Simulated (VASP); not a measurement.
Write the native input for VASP 6.6.1 that does the following.

| Item | Value |
| --- | --- |
| Task | single point |
| Functional | LDA |
| Potentials or basis | VASP PAW LDA potentials, release 64 (Li_sv, Cl, O) |
| Cutoff | 520 eV |
| k mesh | 6 × 6 × 6 |
| Occupations | gaussian, width 0.05 eV |
| Spin | no spin polarisation |
| Dipole correction | no |
| Further INCAR settings | ALGO = Normal; EDIFF = 1e-07; NBANDS = 19 |

The structure of Li3ClO lies in POSCAR:

```
Li3ClO
1.0
    4.1259031461      0.0000000000      0.0000000000
    0.0000000000      4.1259031461      0.0000000000
    0.0000000000      0.0000000000      3.5070176742
Li Cl O
3 1 1
Direct
    0.0000000000      0.5000000000      0.5000000000
    0.5000000000      0.0000000000      0.5000000000
    0.5000000000      0.5000000000      0.0000000000
    0.0000000000      0.0000000000      0.0000000000
    0.5000000000      0.5000000000      0.5000000000
```

This cell differs from its parent crystal: ratio of the length along z to the lengths across it x 0.85, volume and fractional coordinates fixed.

These files were run (other wordings do the same):

INCAR

```
SYSTEM = Li3ClO
PREC = Accurate
ENCUT = 520
EDIFF = 1E-7
ISMEAR = 0
SIGMA = 0.05
LREAL = .False.
LASPH = .True.
NELM = 100
ALGO = Normal
ISIF = 2
LWAVE = .False.
LCHARG = .True.
GGA = CA
LELF = .True.
LVHAR = .True.
NBANDS = 19
```

KPOINTS

```
Automatic mesh
0
Gamma
  6 6 6
  0 0 0
```

Potentials or basis: VASP PAW LDA potentials, release 64 (Li_sv, Cl, O).

The run is started by

```console
$ cat potpaw_LDA.64/Li_sv/POTCAR potpaw_LDA.64/Cl/POTCAR potpaw_LDA.64/O/POTCAR > POTCAR
$ mpirun -np 1 vasp_std > vasp.out
```

It gave:

```json
{
  "Band gap on the k mesh": "4.26 eV"
}
```

Run time: 27 s on 1 thread of Intel(R) Xeon(R) Platinum 8488C (Sapphire Rapids) (shared host), peak memory 0.17 GiB.
